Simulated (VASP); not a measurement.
A run of VASP 6.6.1:

The input POSCAR:

```
LiPb
1.0
    3.6095156800      0.0000000000      0.0000000000
    0.0000000000      3.6095156800      0.0000000000
    0.0000000000      0.0000000000      3.6095156800
Li Pb
1 1
Direct
    0.5000000000      0.5000000000      0.5000000000
    0.0000000000      0.0000000000      0.0000000000
```

Contents of INCAR.step1:

```
SYSTEM = LiPb
PREC = Accurate
ENCUT = 520
ISMEAR = -1
SIGMA = 0.1
LREAL = .False.
LASPH = .True.
NELM = 100
NBANDS = 16
GGA = PE
ALGO = Normal
EDIFF = 1E-4
LWAVE = .True.
LCHARG = .False.
```

The input INCAR.step2:

```
SYSTEM = LiPb
PREC = Accurate
ENCUT = 520
EDIFF = 1E-7
ISMEAR = -1
SIGMA = 0.1
LREAL = .False.
LASPH = .True.
NELM = 100
ALGO = Normal
ISIF = 2
LWAVE = .False.
LCHARG = .True.
METAGGA = R2SCAN
LMIXTAU = .True.
LELF = .True.
LVHAR = .True.
NBANDS = 16
ISTART = 1
```

KPOINTS

```
Automatic mesh
0
Gamma
  10 10 10
  0 0 0
```

Potentials or basis: VASP PAW PBE potentials, release 64 (Li_sv, Pb_d).

Launch:

```sh
$ cat potpaw_PBE.64/Li_sv/POTCAR potpaw_PBE.64/Pb_d/POTCAR > POTCAR
$ cp INCAR.step1 INCAR
$ mpirun -np 1 vasp_std > vasp.out
$ cp INCAR.step2 INCAR
$ mpirun -np 1 vasp_std > vasp.out
```

Hardware: 1 thread of Intel(R) Xeon(R) 6975P-C (Granite Rapids), with other jobs on the host.

Problem. Estimate the wall time of this run.

Solution. Run time: 2.4 min on 1 thread of Intel(R) Xeon(R) 6975P-C (Granite Rapids) (shared host), peak memory 0.18 GiB. Counts: k points 56.
